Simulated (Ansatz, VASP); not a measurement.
## Ti2O: VASP beside Ansatz

File POSCAR:

```
Ti2O
1.0
    2.9193980238      0.0000000000      0.0000000000
   -1.4596990119      2.5282728524      0.0000000000
    0.0000000000      0.0000000000      4.7130000000
Ti O
2 1
Direct
    0.6666666667      0.3333333333      0.2787400000
    0.3333333333      0.6666666667      0.7212600000
    0.0000000000      0.0000000000      0.0000000000
```

File INCAR.step1:

```
SYSTEM = Ti2O
PREC     = Accurate       ! precision mode
ENCUT    = 660            ! plane-wave cutoff, eV
ISMEAR   = 0              ! smearing method
SIGMA    = 0.2            ! smearing width, eV
LREAL    = .False.        ! projectors in reciprocal space
LASPH    = .True.         ! aspherical terms in the spheres
NELM     = 120            ! most SCF steps
NBANDS   = 22             ! bands
GGA      = PE             ! functional
ALGO     = Normal         ! electronic algorithm
EDIFF    = 1E-5           ! SCF threshold, eV
LWAVE    = .True.         ! write WAVECAR
LCHARG   = .False.        ! write CHGCAR
GGA_COMPAT= .False.
```

INCAR.step2

```
SYSTEM = Ti2O
PREC     = Accurate       ! precision mode
ENCUT    = 660            ! plane-wave cutoff, eV
EDIFF    = 1E-6           ! SCF threshold, eV
ISMEAR   = 0              ! smearing method
SIGMA    = 0.2            ! smearing width, eV
LREAL    = .False.        ! projectors in reciprocal space
LASPH    = .True.         ! aspherical terms in the spheres
NELM     = 120            ! most SCF steps
ALGO     = Normal         ! electronic algorithm
ISIF     = 2              ! what is computed and relaxed
LWAVE    = .False.        ! write WAVECAR
LCHARG   = .False.        ! write CHGCAR
METAGGA  = R2SCAN         ! meta-GGA
LMIXTAU  = .True.       
NBANDS   = 22             ! bands
ISTART   = 1            
GGA_COMPAT= .False.
```

KPOINTS

```
regular mesh
0
Gamma
  9 9 5
  0 0 0
```

Input for Ansatz:

```yaml
crystal:
  lattice:
    - [2.9193980238, 0.0, 0.0]
    - [-1.4596990119, 2.5282728524, 0.0]
    - [0.0, 0.0, 4.713]
  atoms:
    - { symbol: Ti, position: [0.6666666667, 0.3333333333, 0.27874] }
    - { symbol: Ti, position: [0.3333333333, 0.6666666667, 0.72126] }
    - { symbol: O, position: [0.0, 0.0, 0.0] }
basis:
  ecutwfc: 500
kpoints:
  mp_grid: { grid: [9, 9, 5] }
hamiltonian:
  xc: r2scan
scf:
  occupations: { method: gaussian, width: 0.2 }
output:
  forces: true
  stress: true
  eigenvalues: true
```

Alike in both runs: task single point; functional r2SCAN; k mesh 9 × 9 × 5; occupations gaussian, width 0.2 eV; no spin polarisation.

|  | VASP | Ansatz |
| --- | --- | --- |
| version | VASP 6.6.1 | Ansatz 0.2.0 |
| potentials or method | VASP PAW PBE potentials, release 64 (Ti_sv, O), cutoff 660 eV | scalar-relativistic, plane waves, PAW |
| valence electrons in the cell | 30 | 30 |

|  | VASP | Ansatz | Ansatz less VASP |
| --- | --- | --- | --- |
| gap on the k mesh at the Fermi level (eV) | none | none | - |
| pressure (GPa) | 10.0 | 9.0 | -0.97 |
| traceless stress, the component that is largest in VASP (GPa) | 5.21 | 5.16 | -0.051 |
| rms of the force components (eV/Å) | 0.486 | 0.506 | +0.0197 |

VASP's potentials were made for PBE, not for r2SCAN. Atom by atom the forces differ by 0.020 eV/Å (rms over components). A gap of «none» marks a metal or a gap that the smearing closes. The functional is the same, so the differences come from potentials, cutoffs and numerics.
